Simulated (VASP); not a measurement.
Wanted: the native input for a VASP 6.6.1 run.

```yaml
Task: single point
Functional: PBE
Potentials_or_basis: VASP PAW PBE potentials, release 64 (Al, B, N)
Cutoff: 520 eV
k_mesh: 10 × 10 × 10
Occupations: gaussian, width 0.1 eV
Spin: no spin polarisation
Dipole_correction: no
Further_INCAR_settings: ALGO = Normal; EDIFF = 1e-06; NBANDS = 19
```

The structure of Al3B2N lies in POSCAR:

```
Al3B2N
1.0
    4.3155048565      0.0000000000      0.0000000000
    0.0000000000      4.3155048565      0.0000000000
    0.0000000000      0.0000000000      4.1225053153
Al B N
3 2 1
Direct
    0.0000000000      0.0000000000      0.0000000000
    0.0000000000      0.5000000000      0.5000000000
    0.5000000000      0.0000000000      0.5000000000
    0.0000000000      0.5000000000      0.0000000000
    0.5000000000      0.0000000000      0.0000000000
    0.5000000000      0.5000000000      0.0000000000
```

The cell was built from a structure type or drawn by symmetry, and may not be a known phase.

The input as run:

INCAR

```
SYSTEM = Al3B2N
PREC = Accurate
ENCUT = 520
EDIFF = 1E-6
ISMEAR = 0
SIGMA = 0.1
LREAL = .FALSE.
LASPH = .TRUE.
NELM = 100
ALGO = Normal
ISIF = 2
LWAVE = .FALSE.
LCHARG = .FALSE.
GGA = PE
NBANDS = 19
```

KPOINTS

```
regular mesh
0
G
  10 10 10
  0 0 0
```

Potentials or basis: VASP PAW PBE potentials, release 64 (Al, B, N).

The run is started by

```sh
$ cat potpaw_PBE.64/Al/POTCAR potpaw_PBE.64/B/POTCAR potpaw_PBE.64/N/POTCAR > POTCAR
$ mpirun -np 1 vasp_std > vasp.out
```

Results of the run:

```yaml
Pressure: 0.0 GPa
Band_gap_on_the_k_mesh: zero (bands 10 and 11 overlap by 1.17 eV)
```

Run time: 2.1 min on 1 thread of Intel Xeon 8259CL, on a shared host, peak memory 0.29 GiB.
